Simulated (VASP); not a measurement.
# HPb32Se32 (a cell with a defect) in VASP: single point with PBEsol

Aim: the single point of HPb32Se32 (a cell with a defect) with PBEsol.

Program: VASP 6.6.1. These are calculated values, not measurements. Logs are shortened: lines on timing, memory, paths and dates and some standing lists are left out, and cuts for length are marked.

## 1. The cell of the first run

The cell holds a defect, 65 atoms: a = 12.200 Å, b = 12.200 Å, c = 12.200 Å, α = 90.00°, β = 90.00°, γ = 90.00°.

## 2. Single point, PBEsol

Input file INCAR:

```
PREC     = Accurate       # precision mode
ENCUT    = 400            # plane-wave cutoff, eV
EDIFF    = 1E-6           # SCF threshold, eV
ISMEAR   = -1             # smearing method
SIGMA    = 0.05           # smearing width, eV
LREAL    = Auto         
LASPH    = True           # aspherical terms in the spheres
NELM     = 120            # most SCF steps
ALGO     = Normal         # electronic algorithm
ISIF     = 2              # what is computed and relaxed
LWAVE    = False          # write WAVECAR
LCHARG   = True           # write CHGCAR
GGA      = PS             # functional
LELF     = True           # ELF
LVHAR    = True         
NBANDS   = 358            # bands
NELECT   = 640.0        
ISYM     = -1           
GGA_COMPAT= False
```

Input file KPOINTS:

```
explicit points
1
Reciprocal
  0.25000000   0.25000000   0.25000000 1
```

Input file POSCAR:

```
HPb32Se32
1.0
   12.2000000000      0.0000000000      0.0000000000
    0.0000000000     12.2000000000      0.0000000000
    0.0000000000      0.0000000000     12.2000000000
Se Pb H
32 32 1
Direct
    0.2476180000      0.9945670000      0.9983510000
    0.2502530000      0.9919230000      0.4983290000
    0.2454550000      0.4947730000      0.9981490000
    0.2384780000      0.4931680000      0.4982170000
    0.7473550000      0.9967030000      0.9984770000
    0.7489470000      0.0040710000      0.4983310000
    0.7450920000      0.4970140000      0.9983550000
    0.7356440000      0.5068200000      0.4983020000
    0.9963710000      0.2458870000      0.9983150000
    0.9955100000      0.2468740000      0.4983140000
    0.9974570000      0.7457600000      0.9983350000
    0.0041980000      0.7457950000      0.4982650000
    0.4964510000      0.2446460000      0.9983110000
    0.4964690000      0.2379020000      0.4983850000
    0.4975700000      0.7444990000      0.9985490000
    0.5021380000      0.7398050000      0.4986430000
    0.9975580000      0.9955510000      0.2488420000
    0.9983880000      0.9963520000      0.7479740000
    0.9940200000      0.4959270000      0.2483660000
    0.9948210000      0.4967420000      0.7474920000
    0.4977320000      0.9931000000      0.2490890000
    0.4987260000      0.9942310000      0.7476200000
    0.4937540000      0.4934380000      0.2487380000
    0.4947490000      0.4946390000      0.7462400000
    0.2458870000      0.2437260000      0.2485750000
    0.2467850000      0.2446430000      0.7477440000
    0.2480410000      0.7433580000      0.2491700000
    0.2489610000      0.7443880000      0.7477620000
    0.7454290000      0.2475110000      0.2492500000
    0.7463430000      0.2483770000      0.7482850000
    0.7476320000      0.7474910000      0.2502800000
    0.7485840000      0.7484800000      0.7477330000
    0.9977780000      0.9966670000      0.9981880000
    0.0018630000      0.9998780000      0.4982750000
    0.9941050000      0.4953020000      0.9971180000
    0.9879090000      0.4945520000      0.4972120000
    0.4973760000      0.9954730000      0.9982610000
    0.5020160000      0.9995110000      0.4985450000
    0.4944850000      0.4935500000      0.9964110000
    0.2453270000      0.2442750000      0.9975710000
    0.2421270000      0.2401870000      0.4975220000
    0.2464840000      0.7447130000      0.9975410000
    0.2426670000      0.7401110000      0.4974370000
    0.7467930000      0.2479300000      0.9985540000
    0.7475810000      0.2541990000      0.4987340000
    0.7484150000      0.7476180000      0.9989250000
    0.7682530000      0.7625050000      0.4992270000
    0.2472920000      0.9936760000      0.2471980000
    0.2481970000      0.9949460000      0.7486340000
    0.2427370000      0.4931900000      0.2455390000
    0.2437930000      0.4944040000      0.7490950000
    0.7478050000      0.9982370000      0.2465470000
    0.7487850000      0.9992910000      0.7502080000
    0.7434810000      0.4978370000      0.2476910000
    0.7442010000      0.4987150000      0.7480640000
    0.9950910000      0.2456100000      0.2464180000
    0.9963780000      0.2469500000      0.7495120000
    0.9975200000      0.7458400000      0.2445110000
    0.9986980000      0.7469840000      0.7513520000
    0.4952040000      0.2429960000      0.2444780000
    0.4962780000      0.2447680000      0.7513660000
    0.4974770000      0.7435870000      0.2425040000
    0.4980020000      0.7450550000      0.7538190000
    0.4798190000      0.4738480000      0.4960630000
    0.5915450000      0.6507220000      0.4999260000
```

Potentials or basis: VASP PAW PBE potentials, release 64 (Se, Pb_d, H).

Command:

```console
> cat potpaw_PBE.64/Se/POTCAR potpaw_PBE.64/Pb_d/POTCAR potpaw_PBE.64/H/POTCAR > POTCAR
> mpirun -np 1 vasp_std > vasp.out
```

OUTCAR:

```text
PREC = Accurate
   ENCUT = 400
   EDIFF = 1E-6
   ISMEAR = -1
   LREAL = Auto
   LASPH = True
   NELM = 120
   ISIF = 2
   GGA = PS
   NELECT = 640.0
   ISYM = -1

 ion  position               nearest neighbor table
   1  0.248  0.995  0.998-  48 3.04  49 3.05  40 3.05  37 3.05  33 3.05  42 3.05
   2  0.250  0.992  0.498-  41 3.03  34 3.03  49 3.05  48 3.06  38 3.07  43 3.07
   3  0.245  0.495  0.998-  50 3.02  39 3.04  51 3.04  42 3.05  40 3.06  35 3.07
   4  0.238  0.493  0.498-  64 2.95  43 3.01  36 3.06  51 3.06  50 3.08  41 3.09
   5  0.747  0.997  0.998-  52 3.03  53 3.03  46 3.04  37 3.05  33 3.06  44 3.06
   6  0.749  0.004  0.498-  47 2.96  38 3.01  45 3.05  52 3.07  53 3.07  34 3.09
   7  0.745  0.497  0.998-  35 3.04  44 3.04  54 3.04  55 3.05  46 3.06  39 3.06
   8  0.736  0.507  0.498-  55 3.05  54 3.06  36 3.08  45 3.09  47 3.14  64 3.15
   9  0.996  0.246  0.998-  56 3.03  57 3.04  40 3.04  33 3.04  35 3.04  44 3.04
  10  0.996  0.247  0.498-  41 3.01  34 3.01  36 3.02  45 3.03  57 3.06  56 3.07
  11  0.997  0.746  0.998-  58 3.00  59 3.01  42 3.04  46 3.04  35 3.06  33 3.06
  12  0.004  0.746  0.498-  47 2.89  43 2.91  36 3.07  59 3.09  58 3.10  34 3.10
  13  0.496  0.245  0.998-  60 3.00  61 3.01  39 3.04  37 3.04  44 3.05  40 3.06
  14  0.496  0.238  0.498-  64 2.89  38 2.91  45 3.07  61 3.09  60 3.10  41 3.10
  15  0.498  0.744  0.999-  62 2.98  63 2.99  46 3.06  37 3.06  39 3.06  42 3.06
  16  0.502  0.740  0.499-  65 1.54  63 3.11  62 3.13  43 3.17  38 3.17  64 3.26  47 3.26
  17  0.998  0.996  0.249-  34 3.04  48 3.05  58 3.05  52 3.05  56 3.05  33 3.06
[... 32 lines left out ...]
  50  0.243  0.493  0.246-   3 3.02  19 3.03  25 3.04  27 3.05  23 3.06   4 3.08
  51  0.244  0.494  0.749-  20 3.04   3 3.04  26 3.05  28 3.05   4 3.06  24 3.06
  52  0.748  0.998  0.247-   5 3.03  29 3.04  17 3.05  21 3.05  31 3.06   6 3.07
  53  0.749  0.999  0.750-   5 3.03  30 3.04  18 3.05  22 3.05  32 3.06   6 3.07
[... 8 lines left out ...]
  62  0.497  0.744  0.243-  15 2.98  27 3.04  21 3.05  23 3.05  31 3.05  16 3.13
  63  0.498  0.745  0.754-  15 2.99  28 3.04  22 3.04  24 3.06  32 3.06  16 3.11
  64  0.480  0.474  0.496-  14 2.89   4 2.95  23 3.03  24 3.07   8 3.15  16 3.26  41 4.07
  65  0.592  0.651  0.500-  16 1.54

IMPORTANT INFORMATION: All symmetrisations will be switched off!
NOSYMM: (Re-)initialisation of all symmetry stuff for point group C_1.

----------------------------------------------------------------------------------------

                                     Primitive cell

  volume of cell :    1815.8480

  direct lattice vectors                    reciprocal lattice vectors
    12.200000000  0.000000000  0.000000000     0.081967213  0.000000000  0.000000000
     0.000000000 12.200000000  0.000000000     0.000000000  0.081967213  0.000000000
     0.000000000  0.000000000 12.200000000     0.000000000  0.000000000  0.081967213

  length of vectors
    12.200000000 12.200000000 12.200000000     0.081967213  0.081967213  0.081967213

[... 177 lines left out ...]
   EMIN   =  10.00;   EMAX   =-10.00  energy-range for DOS
   EFERMI =   0.00;   METHOD = LEGACY
   ISMEAR =    -1;   SIGMA  =   0.05  broadening in eV -4-tet -1-fermi 0-gaus
   EFERMI_NEDOS =   21; number of points for ismear=-14 and -15
   IALGO  =     38    algorithm
   IMIX   =      4    mixing-type and parameters
     AMIX     =   0.40;   BMIX     =  1.00
     AMIX_MAG =   1.60;   BMIX_MAG =  1.00
  volume/ion in A,a.u.               =      27.94       188.52
  Fermi-wavevector in a.u.,A,eV,Ry     =   1.156401  2.185280 18.194560  1.337262
  Thomas-Fermi vector in A             =   2.293021
   LORBIT       =      0    0 simple, 1 ext, 2 COOP (PROOUT), +10 PAW based schemes
   GGA     = PS    functional components
   LHFCALC =     F    Hartree Fock is set to
   AEXX    =    0.0000 exact exchange contribution
   IVDW    =     0    specifies the selected vdW correction
   LEPSILON=     F    determine dielectric tensor
   LRPA    =     F    only Hartree local field effects (RPA)
 non-spin polarized calculation
  energy-cutoff  :      400.00
  volume of cell :     1815.85
 maximum number of plane-waves:     33005
 NGX is ok and might be reduce to    80
   NGX = 39   NGY = 39   NGZ = 39

 number of electron     640.0000008 magnetization

 Free energy of the ion-electron system (eV)
  ---------------------------------------------------
  ext. energy  EPLUGINS =         0.00000000
  ---------------------------------------------------
  free energy    TOTEN  =      -293.42237148 eV

  energy without entropy =     -293.42236103  energy(sigma->0) =     -293.42236626

 E-fermi :   5.2784     XC(G=0):  -9.7647

 val. band max:        4.6031865469   @ k =   0.2500   0.2500   0.2500
 cond. band min:       5.9061790703   @ k =   0.2500   0.2500   0.2500
 fundamental gap:      1.3029925234
 Fermi energy:         5.2783985132

 k-point     1 :       0.2500    0.2500    0.2500
  band No.  band energies     occupation
      1     -11.9482      2.00000
      2     -11.9228      2.00000
      3     -11.9027      2.00000
      4     -11.8857      2.00000
      5     -11.8791      2.00000
      6     -11.8662      2.00000
[... 324 lines left out ...]
    331       6.6997      0.00000
    332       6.7085      0.00000
 [bands above 332 left out]

------------------------ aborting loop because EDIFF is reached ----------------------------------------

  FORCE on cell =-STRESS in cart. coord.  units (eV):
  Direction    XX          YY          ZZ          XY          YZ          ZX
  --------------------------------------------------------------------------------------
  -------------------------------------------------------------------------------------
  Total       -7.7533700     -7.6648516     -8.5940889      1.5173835     -0.1652634     -0.2113736
  in kB       -6.8410317     -6.7629292     -7.5828233      1.3388332     -0.1458168     -0.1865012
  external PRESSURE =      -7.0622614 kB  Pullay stress =       0.0000000 kB

 VOLUME and BASIS-vectors are now :
 -----------------------------------------------------------------------------
  energy-cutoff  :      400.00
  volume of cell :     1815.85
      direct lattice vectors                 reciprocal lattice vectors
    12.200000000  0.000000000  0.000000000     0.081967213  0.000000000  0.000000000
     0.000000000 12.200000000  0.000000000     0.000000000  0.081967213  0.000000000
     0.000000000  0.000000000 12.200000000     0.000000000  0.000000000  0.081967213

 POSITION                                       TOTAL-FORCE (eV/Angst)
 -----------------------------------------------------------------------------------
      3.02094     12.13372     12.17988         0.000729     -0.004375     -0.006435
      3.05309     12.10146      6.07961        -0.004248      0.001949     -0.000906
      2.99455      6.03623     12.17742        -0.003596      0.007347     -0.006919
      2.90943      6.01665      6.07825         0.000779      0.010392      0.001183
      9.11773     12.15978     12.18142        -0.003682      0.003424     -0.010053
      9.13715      0.04967      6.07964        -0.003165     -0.003159     -0.002326
[... 57 lines left out ...]
      5.85379      5.78095      6.05197         0.005767     -0.003485     -0.005512
      7.21685      7.93881      6.09910         0.032793     -0.034396     -0.002247
 -----------------------------------------------------------------------------------
    total drift:                               -0.040552     -0.034627     -0.052094

  FREE ENERGIE OF THE ION-ELECTRON SYSTEM (eV)
  ---------------------------------------------------
  free  energy   TOTEN  =      -293.4223714826 eV

  energy  without entropy=     -293.4223610340  energy(sigma->0) =     -293.42236626
```

Run time: 27 min. Hardware: 1 thread of Intel Xeon 8259CL, shared host; peak memory 1.1 GiB.

Results:

* Free energy: -293.4224 eV
* Largest force: 0.056 eV/Å

Forces on the atoms (eV/Å):
```
Se   0.001 -0.004 -0.006
Se  -0.004  0.002 -0.001
Se  -0.004  0.007 -0.007
Se   0.001  0.010  0.001
Se  -0.004  0.003 -0.010
Se  -0.003 -0.003 -0.002
Se  -0.007  0.005 -0.009
Se  -0.002  0.000 -0.003
Se  -0.004  0.001 -0.007
Se  -0.005 -0.008 -0.008
Se  -0.002  0.001 -0.010
Se   0.013  0.005 -0.007
Se  -0.005 -0.001 -0.006
Se  -0.001 -0.005  0.003
Se  -0.005  0.004 -0.009
Se  -0.034  0.044  0.004
Se   0.000 -0.003 -0.009
Se   0.000 -0.001 -0.006
Se   0.000  0.003 -0.004
Se  -0.007  0.008 -0.005
Se  -0.007  0.008 -0.003
Se  -0.004 -0.004 -0.007
Se  -0.001  0.005 -0.005
Se  -0.002  0.003 -0.007
Se  -0.002  0.001  0.002
Se  -0.006  0.001 -0.004
Se  -0.002  0.011  0.001
Se  -0.005  0.006 -0.011
Se  -0.010  0.000 -0.006
Se  -0.003 -0.003  0.001
Se   0.006  0.011  0.000
Se   0.000  0.007  0.001
Pb  -0.001  0.002  0.007
Pb   0.002  0.007  0.004
Pb   0.002 -0.005  0.008
Pb  -0.003 -0.001  0.002
Pb   0.003  0.002  0.006
Pb   0.008 -0.003  0.002
Pb   0.005 -0.004  0.007
Pb   0.002  0.003  0.004
Pb  -0.001 -0.002  0.002
Pb   0.000 -0.006  0.010
Pb  -0.004 -0.015  0.001
Pb   0.004  0.000  0.007
Pb   0.002  0.007 -0.001
Pb   0.004 -0.009  0.008
Pb   0.001 -0.009  0.010
Pb   0.000  0.001  0.003
Pb   0.003 -0.001  0.007
Pb   0.002 -0.004  0.004
Pb   0.005 -0.008  0.005
Pb   0.002 -0.002  0.008
Pb   0.003  0.002  0.003
Pb   0.002 -0.005  0.007
Pb   0.003 -0.003  0.001
Pb   0.000  0.003  0.004
Pb   0.002  0.003  0.002
Pb  -0.002 -0.008  0.006
Pb   0.004 -0.010  0.005
Pb   0.005  0.000  0.004
Pb   0.005  0.003  0.002
Pb   0.001 -0.004  0.004
Pb   0.009 -0.011  0.006
Pb   0.006 -0.003 -0.006
H    0.033 -0.034 -0.002
```

Caveat: the cell carries a net charge on a neutralising background, which shifts energy and pressure; the cell is charged against a uniform background, so pressure and absolute levels hang on convention; the PAW data sets were made with another functional, which shifts forces and pressure a little; spin-orbit coupling is left out, which moves the levels of the heavy elements.
